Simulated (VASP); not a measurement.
A run of VASP 6.6.1 is set up as follows.

Contents of INCAR:

```
SYSTEM = GaN
ALGO     = Normal         ! electronic algorithm
EDIFF    = 1E-6           ! SCF threshold, eV
ENCUT    = 520            ! plane-wave cutoff, eV
GGA      = PE             ! functional
ISIF     = 2              ! what is computed and relaxed
ISMEAR   = 0              ! smearing method
LASPH    = .True.         ! aspherical terms in the spheres
LCHARG   = .False.        ! write CHGCAR
LREAL    = .False.        ! projectors in reciprocal space
LWAVE    = .False.        ! write WAVECAR
NBANDS   = 16             ! bands
NELM     = 100            ! most SCF steps
PREC     = Accurate       ! precision mode
SIGMA    = 0.01           ! smearing width, eV
```

Contents of KPOINTS:

```
k-points
0
Gamma
  6 6 6
  0 0 0
```

The input POSCAR:

```
GaN
1.0
    0.0000000000      2.2489525436      2.2489525436
    2.2489525436      0.0000000000      2.2489525436
    2.2489525436      2.2489525436      0.0000000000
Ga N
1 1
Direct
    0.0000000000      0.0000000000      0.0000000000
    0.2500000000      0.2500000000      0.2500000000
```

Potentials or basis: VASP PAW PBE potentials, release 64 (Ga_d, N).

Command:

```bash
$ cat potpaw_PBE.64/Ga_d/POTCAR potpaw_PBE.64/N/POTCAR > POTCAR
$ mpirun -np 1 vasp_std > vasp.out
```

What does it give for the band gap on the k mesh?

1.76 eV, direct.

What does it give for the pressure?

6.2 GPa.
